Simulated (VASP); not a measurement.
# Ir4CO in VASP: further runs

The runs below take Ir4CO through single point, with r2SCAN.

Everything below comes from runs of VASP 6.6.1. Logs are shortened: lines on timing, memory, paths and dates and some standing lists are left out, and cuts for length are marked.

## (1) The cell of the first run

The cell holds a slab with vacuum, 6 atoms: a = 2.718 Å, b = 2.718 Å, c = 26.808 Å, α = 90.00°, β = 90.00°, γ = 120.00°.

## (2) Single point, r2SCAN

Contents of POSCAR:

```
Ir4CO
1.0
    2.7182807110      0.0000000000      0.0000000000
   -1.3591403555      2.3541001504      0.0000000000
    0.0000000000      0.0000000000     26.8084007197
Ir C O
4 1 1
Direct
    0.6666666667      0.3333333333      0.3170647921
    0.3333333333      0.6666666667      0.3998547701
    0.0000000000      0.0000000000      0.4812693795
    0.6666666667      0.3333333333      0.5674112489
    0.6666666667      0.3333333333      0.6360675822
    0.6666666667      0.3333333333      0.6787296235
```

Contents of INCAR.step1:

```
PREC = Accurate
ENCUT = 520
ISMEAR = 0
SIGMA = 0.1
LREAL = False
LASPH = True
NELM = 80
LDIPOL = True
IDIPOL = 3
DIPOL = 0.5 0.5 0.513
NBANDS = 32
GGA = PE
ALGO = Normal
EDIFF = 1E-4
LWAVE = True
LCHARG = False
```

Contents of INCAR.step2:

```
PREC = Accurate
ENCUT = 520
EDIFF = 1E-6
ISMEAR = 0
SIGMA = 0.1
LREAL = False
LASPH = True
NELM = 80
ALGO = Normal
ISIF = 2
LWAVE = False
LCHARG = True
LDIPOL = True
IDIPOL = 3
DIPOL = 0.5 0.5 0.513
METAGGA = R2SCAN
LMIXTAU = True
LELF = True
LVHAR = True
LVACPOTAV = True
NBANDS = 32
ISTART = 1
```

Contents of KPOINTS:

```
regular mesh
0
Gamma
  12 12 1
```

Potentials or basis: VASP PAW PBE potentials, release 64 (Ir, C, O).

On the command line:

```
cat potpaw_PBE.64/Ir/POTCAR potpaw_PBE.64/C/POTCAR potpaw_PBE.64/O/POTCAR > POTCAR
cp INCAR.step1 INCAR
mpirun -np 1 vasp_std > vasp.out
cp INCAR.step2 INCAR
mpirun -np 1 vasp_std > vasp.out
```

OUTCAR:

```text
PREC = Accurate
   ENCUT = 520
   EDIFF = 1E-6
   ISMEAR = 0
   LREAL = False
   LASPH = True
   NELM = 80
   ISIF = 2
   METAGGA = R2SCAN
   ISTART = 1

 ion  position               nearest neighbor table
   1  0.667  0.333  0.317-   2 2.72   2 2.72   2 2.72
   2  0.333  0.667  0.400-   3 2.69   3 2.69   3 2.69   1 2.72   1 2.72   1 2.72
   3  0.000  0.000  0.481-   2 2.69   2 2.69   2 2.69   4 2.79   4 2.79   4 2.79
   4  0.667  0.333  0.567-   5 1.84   3 2.79   3 2.79   3 2.79
   5  0.667  0.333  0.636-   6 1.14   4 1.84
   6  0.667  0.333  0.679-   5 1.14

  LATTYP: Found a hexagonal cell.
 ALAT       =     2.7182807110
 C/A-ratio  =     9.8622635297

  Lattice vectors:

 A1 = (   2.7182807110,   0.0000000000,   0.0000000000)
 A2 = (  -1.3591403555,   2.3541001504,   0.0000000000)
 A3 = (   0.0000000000,   0.0000000000,  26.8084007197)

Analysis of symmetry for initial positions (statically):
=====================================================================
 Subroutine PRICEL returns:
 Original cell was already a primitive cell.

 Routine SETGRP: Setting up the symmetry group for a
 hexagonal supercell.

 Subroutine GETGRP returns: Found  6 space group operations
 (whereof  6 operations were pure point group operations)
 out of a pool of 24 trial point group operations.

The static configuration has the point symmetry C_3v.

Analysis of symmetry for dynamics (positions and initial velocities):
=====================================================================
 Subroutine PRICEL returns:
 Original cell was already a primitive cell.

 Routine SETGRP: Setting up the symmetry group for a
 hexagonal supercell.

 Subroutine GETGRP returns: Found  6 space group operations
 (whereof  6 operations were pure point group operations)
 out of a pool of 24 trial point group operations.

The dynamic configuration has the point symmetry C_3v.

 Subroutine INISYM returns: Found  6 space group operations
 (whereof  6 operations are pure point group operations),
 and found     1 'primitive' translations

----------------------------------------------------------------------------------------

                                     Primitive cell

  volume of cell :     171.5498

  direct lattice vectors                    reciprocal lattice vectors
     2.718280711  0.000000000  0.000000000     0.367879592  0.212395382  0.000000000
    -1.359140355  2.354100150  0.000000000     0.000000000  0.424790763  0.000000000
     0.000000000  0.000000000 26.808400720     0.000000000  0.000000000  0.037301740

  length of vectors
     2.718280711  2.718280711 26.808400720     0.424790763  0.424790763  0.037301740

  position of ions in fractional coordinates (direct lattice)
     0.666666667  0.333333333  0.317064792
     0.333333333  0.666666667  0.399854770
     0.000000000  0.000000000  0.481269379
     0.666666667  0.333333333  0.567411249
     0.666666667  0.333333333  0.636067582
     0.666666667  0.333333333  0.678729623

  ion indices of the primitive-cell ions
   primitive index   ion index
                 1           1
                 2           2
                 3           3
                 4           4
                 5           5
                 6           6

----------------------------------------------------------------------------------------

 KPOINTS: regular mesh

Automatic generation of k-mesh.
 Grid dimensions read from file:
 generate k-points for:   12   12    1

 Generating k-lattice:

  Cartesian coordinates                     Fractional coordinates (reciprocal lattice)
     0.030656633  0.017699615  0.000000000     0.083333333  0.000000000  0.000000000
     0.000000000  0.035399230  0.000000000     0.000000000  0.083333333  0.000000000
     0.000000000  0.000000000  0.037301740     0.000000000  0.000000000  1.000000000

  Length of vectors
     0.035399230  0.035399230  0.037301740

  Shift w.r.t. Gamma in fractional coordinates (k-lattice)
     0.000000000  0.000000000  0.000000000

 Subroutine IBZKPT returns following result:
 ===========================================

 Found     19 irreducible k-points:

 Following reciprocal coordinates:
            Coordinates               Weight
  0.000000  0.000000  0.000000      1.000000
  0.083333  0.000000  0.000000      6.000000
  0.166667  0.000000  0.000000      6.000000
  0.250000  0.000000  0.000000      6.000000
  0.333333 -0.000000  0.000000      6.000000
  0.416667  0.000000  0.000000      6.000000
[... 11 lines left out ...]
  0.333333  0.250000  0.000000     12.000000
  0.333333  0.333333  0.000000      2.000000
   k-points           NKPTS =     19   k-points in BZ     NKDIM =     19   number of bands    NBANDS=     32
   number of dos      NEDOS =    301   number of ions     NIONS =      6
   total plane-waves  NPLWV =  80000
   dimension x,y,z NGX =    20 NGY =   20 NGZ =  200
   dimension x,y,z NGXF=    40 NGYF=   40 NGZF=  400
   ions per type =               4   1   1
   NGX,Y,Z   is equivalent  to a cutoff of  12.23, 12.23, 12.40 a.u.
   NGXF,Y,Z  is equivalent  to a cutoff of  24.46, 24.46, 24.81 a.u.
 SYSTEM =  unknown system
   PREC   = accura    normal or accurate (medium, high low for compatibility)
   ISTART =      1    job   : 0-new  1-cont  2-samecut
   ICHARG =      0    charge: 1-file 2-atom 10-const
   ISPIN  =      1    spin polarized calculation?
   LNONCOLLINEAR =      F non collinear calculations
   LSORBIT =      F    spin-orbit coupling
   LASPH  =      T    aspherical Exc in radial PAW
   ENCUT  =  520.0 eV  38.22 Ry    6.18 a.u.   5.05  5.05 49.85*2*pi/ulx,y,z
   NELM   =     80;   NELMIN=  2; NELMDL=  0     # of ELM steps
   EDIFF  = 0.1E-05   stopping-criterion for ELM
   LREAL  =      F    real-space projection
   EDIFFG = 0.1E-04   stopping-criterion for IOM
   NSW    =      0    number of steps for IOM
   IBRION =     -1    ionic relax: 0-MD 1-quasi-New 2-CG
   NFREE  =      0    steps in history (QN), initial steepest desc. (CG)
   ISIF   =      2    stress and relaxation
   ISYM   =      2    0-nonsym 1-usesym 2-fastsym
   POTIM  = 0.5000    time-step for ionic-motion
   TEBEG  =    0.0;   TEEND  =   0.0 temperature during run
   PSTRESS=    0.0 pullay stress
   NELECT =      46.0000    total number of electrons
   NUPDOWN=      -1.0000    fix difference up-down
   EMIN   =  10.00;   EMAX   =-10.00  energy-range for DOS
   EFERMI =   0.00;   METHOD = LEGACY
   ISMEAR =     0;   SIGMA  =   0.10  broadening in eV -4-tet -1-fermi 0-gaus
   EFERMI_NEDOS =   21; number of points for ismear=-14 and -15
   IALGO  =     38    algorithm
   IMIX   =      4    mixing-type and parameters
     AMIX     =   0.40;   BMIX     =  1.00
     AMIX_MAG =   1.60;   BMIX_MAG =  1.00
  volume/ion in A,a.u.               =      28.59       192.95
  Fermi-wavevector in a.u.,A,eV,Ry     =   1.055676  1.994939 15.163043  1.114452
  Thomas-Fermi vector in A             =   2.190883
   LORBIT       =      0    0 simple, 1 ext, 2 COOP (PROOUT), +10 PAW based schemes
   METAGGA = R2SCAN    functional components
   LHFCALC =     F    Hartree Fock is set to
   AEXX    =    0.0000 exact exchange contribution
   IVDW    =     0    specifies the selected vdW correction
   LEPSILON=     F    determine dielectric tensor
   LRPA    =     F    only Hartree local field effects (RPA)
 non-spin polarized calculation
 Gauss-broadening in eV      SIGMA  =   0.10
  energy-cutoff  :      520.00
  volume of cell :      171.55
 maximum number of plane-waves:      4661
   NGX = 11   NGY = 11   NGZ = 99

 dipolmoment           0.000000      0.000000     -0.017347 electrons x Angstroem

 number of electron      46.0000005 magnetization

 dipolmoment           0.000000      0.000000      0.022912 electrons x Angstroem

 Free energy of the ion-electron system (eV)
  ---------------------------------------------------
  ext. energy  EPLUGINS =         0.00000000
  ---------------------------------------------------
  free energy    TOTEN  =      -225.35242758 eV

  energy without entropy =     -225.34040085  energy(sigma->0) =     -225.34641422

 E-fermi :   0.4633     XC(G=0):  -6.7261

 val. band max:        0.4495781310   @ k =   0.3333  -0.0000   0.0000
 cond. band min:       0.5209885225   @ k =   0.2500   0.0833   0.0000
 fundamental gap:      0.0714103915
 Fermi energy:         0.4632863929

 k-point     1 :       0.0000    0.0000    0.0000
  band No.  band energies     occupation
      1     -25.7578      2.00000
      2     -12.2474      2.00000
      3     -10.2703      2.00000
      4      -8.8620      2.00000
      5      -7.9876      2.00000
      6      -7.7700      2.00000
[... 24 lines left out ...]
     31       6.0374      0.00000
     32       6.0374      0.00000

 k-point     2 :       0.0833    0.0000    0.0000
  band No.  band energies     occupation
      1     -25.7119      2.00000
      2     -12.1246      2.00000
      3     -10.0093      2.00000
      4      -8.6649      2.00000
      5      -7.8531      2.00000
      6      -7.5439      2.00000
[... 24 lines left out ...]
     31       5.9652      0.00000
     32       6.1270      0.00000

 k-point     3 :       0.1667    0.0000    0.0000
  band No.  band energies     occupation
      1     -25.5842      2.00000
      2     -11.7903      2.00000
      3      -9.2895      2.00000
      4      -8.2856      2.00000
      5      -7.4921      2.00000
      6      -6.8932      2.00000
[... 24 lines left out ...]
     31       5.7758      0.00000
     32       6.6567      0.00000

 k-point     4 :       0.2500    0.0000    0.0000
  band No.  band energies     occupation
      1     -25.4037      2.00000
      2     -11.3188      2.00000
      3      -8.3850      2.00000
      4      -8.0910      2.00000
      5      -7.1984      2.00000
      6      -6.5838      2.00000
[... 479 lines left out ...]
     31       8.0185      0.00000
     32       9.0729      0.00000

 k-point    18 :       0.3333    0.2500    0.0000
  band No.  band energies     occupation
      1     -24.9491      2.00000
      2      -9.8225      2.00000
      3      -8.4451      2.00000
      4      -7.4028      2.00000
      5      -7.2230      2.00000
      6      -6.2237      2.00000
[... 24 lines left out ...]
     31       7.6978      0.00000
     32       8.0108      0.00000

 k-point    19 :       0.3333    0.3333    0.0000
  band No.  band energies     occupation
      1     -24.9226      2.00000
      2      -9.7122      2.00000
      3      -7.9746      2.00000
      4      -7.9691      2.00000
      5      -7.2982      2.00000
      6      -5.8148      2.00000
[... 24 lines left out ...]
     31       7.7158      0.00000
     32       8.6733      0.00000

------------------------ aborting loop because EDIFF is reached ----------------------------------------

  FORCE on cell =-STRESS in cart. coord.  units (eV):
  Direction    XX          YY          ZZ          XY          YZ          ZX
  --------------------------------------------------------------------------------------
  -------------------------------------------------------------------------------------
  Total        2.0446142      2.0446142      0.8282400      0.0000000      0.0000000     -0.0000000
  in kB       19.0955345     19.0955345      7.7352909      0.0000000      0.0000000     -0.0000000
  external PRESSURE =      15.3087866 kB  Pullay stress =       0.0000000 kB

 VOLUME and BASIS-vectors are now :
 -----------------------------------------------------------------------------
  energy-cutoff  :      520.00
  volume of cell :      171.55
      direct lattice vectors                 reciprocal lattice vectors
     2.718280711  0.000000000  0.000000000     0.367879592  0.212395382  0.000000000
    -1.359140355  2.354100150  0.000000000     0.000000000  0.424790763  0.000000000
     0.000000000  0.000000000 26.808400720     0.000000000  0.000000000  0.037301740

 POSITION                                       TOTAL-FORCE (eV/Angst)
 -----------------------------------------------------------------------------------
      1.35914      0.78470      8.50000        -0.000000     -0.000000      0.471279
     -0.00000      1.56940     10.71947        -0.000000     -0.000000     -0.590299
      0.00000      0.00000     12.90206         0.000000     -0.000000      0.056805
      1.35914      0.78470     15.21139        -0.000000     -0.000000     -0.181392
      1.35914      0.78470     17.05195        -0.000000     -0.000000     -0.733444
      1.35914      0.78470     18.19566         0.000000      0.000000      0.977051
 -----------------------------------------------------------------------------------
    total drift:                               -0.000001      0.000000      0.003456

  FREE ENERGIE OF THE ION-ELECTRON SYSTEM (eV)
  ---------------------------------------------------
  free  energy   TOTEN  =      -225.3524275830 eV

  energy  without entropy=     -225.3404008473  energy(sigma->0) =     -225.34641422

 vacuum level on the upper side and lower side of the slab         6.583         5.936
```

Wall time 22 min (1 thread of AMD EPYC 7R13, shared host); peak memory 0.36 GiB.

What came out:

- Free energy: -225.3524 eV
- Largest force: 0.977 eV/Å
- Band gap on the k mesh: zero (bands 23 and 24 overlap by 2.33 eV)

Forces on the atoms (eV/Å):
```
Ir   0.000  0.000  0.471
Ir   0.000  0.000 -0.590
Ir   0.000  0.000  0.057
Ir   0.000  0.000 -0.181
C    0.000  0.000 -0.733
O    0.000  0.000  0.977
```

Caveat: the PAW data sets were made with another functional, which shifts forces and pressure a little; spin-orbit coupling is left out, which moves the levels of the heavy elements.

## (3) Single point, r2SCAN

Contents of POSCAR:

```
Ir4CO
1.0
    2.7182807110      0.0000000000      0.0000000000
   -1.3591403555      2.3541001504      0.0000000000
    0.0000000000      0.0000000000     26.8084007197
Ir C O
4 1 1
Direct
    0.6666666667      0.3333333333      0.3170647921
    0.3333333333      0.6666666667      0.3998547701
    0.0000000000      0.0000000000      0.4810498068
    0.6666666667      0.3333333333      0.5686404088
    0.3333333333      0.6666666667      0.6228497172
    0.3333333333      0.6666666667      0.6663047269
```

Contents of INCAR.step1:

```
SYSTEM = Ir4CO
PREC = Accurate
ENCUT = 520
ISMEAR = 0
SIGMA = 0.1
LREAL = .False.
LASPH = .True.
NELM = 100
LDIPOL = .True.
IDIPOL = 3
DIPOL = 0.5 0.5 0.509
NBANDS = 32
GGA = PE
ALGO = Normal
EDIFF = 1E-4
LWAVE = .True.
LCHARG = .False.
```

Contents of INCAR.step2:

```
SYSTEM = Ir4CO
PREC = Accurate
ENCUT = 520
EDIFF = 1E-6
ISMEAR = 0
SIGMA = 0.1
LREAL = .False.
LASPH = .True.
NELM = 100
ALGO = Normal
ISIF = 2
LWAVE = .False.
LCHARG = .False.
LDIPOL = .True.
IDIPOL = 3
DIPOL = 0.5 0.5 0.509
METAGGA = R2SCAN
LMIXTAU = .True.
NBANDS = 32
ISTART = 1
```

Contents of KPOINTS:

```
Automatic mesh
0
Gamma
  12 12 1
  0 0 0
```

Potentials or basis: VASP PAW PBE potentials, release 64 (Ir, C, O).

On the command line:

```
cat potpaw_PBE.64/Ir/POTCAR potpaw_PBE.64/C/POTCAR potpaw_PBE.64/O/POTCAR > POTCAR
cp INCAR.step1 INCAR
mpirun -np 1 vasp_std > vasp.out
cp INCAR.step2 INCAR
mpirun -np 1 vasp_std > vasp.out
```

OUTCAR:

```text
SYSTEM = Ir4CO
   PREC = Accurate
   ENCUT = 520
   EDIFF = 1E-6
   ISMEAR = 0
   LREAL = .False.
   LASPH = .True.
   NELM = 100
   ISIF = 2
   METAGGA = R2SCAN
   ISTART = 1

 ion  position               nearest neighbor table
   1  0.667  0.333  0.317-   2 2.72   2 2.72   2 2.72
   2  0.333  0.667  0.400-   3 2.68   3 2.68   3 2.68   1 2.72   1 2.72   1 2.72
   3  0.000  0.000  0.481-   2 2.68   2 2.68   2 2.68   4 2.82   4 2.82   4 2.82
   4  0.667  0.333  0.569-   5 2.14   5 2.14   5 2.14   3 2.82   3 2.82   3 2.82
   5  0.333  0.667  0.623-   6 1.16   4 2.14   4 2.14   4 2.14
   6  0.333  0.667  0.666-   5 1.16

  LATTYP: Found a hexagonal cell.
 ALAT       =     2.7182807110
 C/A-ratio  =     9.8622635297

  Lattice vectors:

 A1 = (   2.7182807110,   0.0000000000,   0.0000000000)
 A2 = (  -1.3591403555,   2.3541001504,   0.0000000000)
 A3 = (   0.0000000000,   0.0000000000,  26.8084007197)

Analysis of symmetry for initial positions (statically):
=====================================================================
 Subroutine PRICEL returns:
[... 183 lines left out ...]
  band No.  band energies     occupation
      1     -24.7143      2.00000
      2     -13.4574      2.00000
      3     -10.8716      2.00000
      4      -9.0929      2.00000
      5      -8.3336      2.00000
      6      -8.3059      2.00000
[... 654 lines left out ...]
     31       7.2236      0.00000
     32       8.2388      0.00000

------------------------ aborting loop because EDIFF is reached ----------------------------------------

 vacuum level on the upper side and lower side of the slab       (xc-potential included)         1.155        -1.169

  FORCE on cell =-STRESS in cart. coord.  units (eV):
  Direction    XX          YY          ZZ          XY          YZ          ZX
  --------------------------------------------------------------------------------------
  -------------------------------------------------------------------------------------
  Total        1.3570177      1.3570177      0.5407679     -0.0000000      0.0000000      0.0000000
  in kB       12.6737739     12.6737739      5.0504650     -0.0000000      0.0000000      0.0000000
  external PRESSURE =      10.1326709 kB  Pullay stress =       0.0000000 kB

 VOLUME and BASIS-vectors are now :
 -----------------------------------------------------------------------------
  energy-cutoff  :      520.00
  volume of cell :      171.55
      direct lattice vectors                 reciprocal lattice vectors
     2.718280711  0.000000000  0.000000000     0.367879592  0.212395382  0.000000000
    -1.359140355  2.354100150  0.000000000     0.000000000  0.424790763  0.000000000
     0.000000000  0.000000000 26.808400720     0.000000000  0.000000000  0.037301740

 POSITION                                       TOTAL-FORCE (eV/Angst)
 -----------------------------------------------------------------------------------
      1.35914      0.78470      8.50000        -0.000000     -0.000000      0.492101
     -0.00000      1.56940     10.71947        -0.000000      0.000000     -0.615026
      0.00000      0.00000     12.89618         0.000000     -0.000000      0.049367
      1.35914      0.78470     15.24434        -0.000000     -0.000000     -0.084463
     -0.00000      1.56940     16.69760         0.000000      0.000000     -0.731634
     -0.00000      1.56940     17.86256         0.000000      0.000000      0.889655
 -----------------------------------------------------------------------------------
    total drift:                                0.000000     -0.000001      0.000678

  FREE ENERGIE OF THE ION-ELECTRON SYSTEM (eV)
  ---------------------------------------------------
  free  energy   TOTEN  =      -224.9599573401 eV

  energy  without entropy=     -224.9356068673  energy(sigma->0) =     -224.94778210

 vacuum level on the upper side and lower side of the slab         7.622         5.253
```

OUTCAR.step1:

```text
SYSTEM = Ir4CO
   PREC = Accurate
   ENCUT = 520
   ISMEAR = 0
   LREAL = .False.
   LASPH = .True.
   NELM = 100
[... 900 lines left out ...]
     -0.00000      1.56940     16.69760         0.000000     -0.000000     -1.468016
     -0.00000      1.56940     17.86256        -0.000000      0.000000      1.789863
 -----------------------------------------------------------------------------------
    total drift:                                0.000001     -0.000001     -0.007237

  FREE ENERGIE OF THE ION-ELECTRON SYSTEM (eV)
  ---------------------------------------------------
  free  energy   TOTEN  =       -49.2176764217 eV

  energy  without entropy=      -49.1927919548  energy(sigma->0) =      -49.20523419

 vacuum level on the upper side and lower side of the slab         7.007         5.021
```

Run time: 21 min. Hardware: 1 thread of AMD EPYC 7R13, shared host; peak memory 0.37 GiB.

Results:

```yaml
Free_energy: -224.9600 eV
Largest_force: 0.890 eV/Å
Band_gap_on_the_k_mesh: zero (bands 23 and 24 overlap by 2.18 eV)
```

Forces on the atoms (eV/Å):
```
Ir   0.000  0.000  0.492
Ir   0.000  0.000 -0.615
Ir   0.000  0.000  0.049
Ir   0.000  0.000 -0.084
C    0.000  0.000 -0.732
O    0.000  0.000  0.890
```

Caveat: the PAW data sets were made with another functional, which shifts forces and pressure a little; spin-orbit coupling is left out, which moves the levels of the heavy elements.

The gap in the log of VASP goes by the Fermi energy; the results here count the filled bands.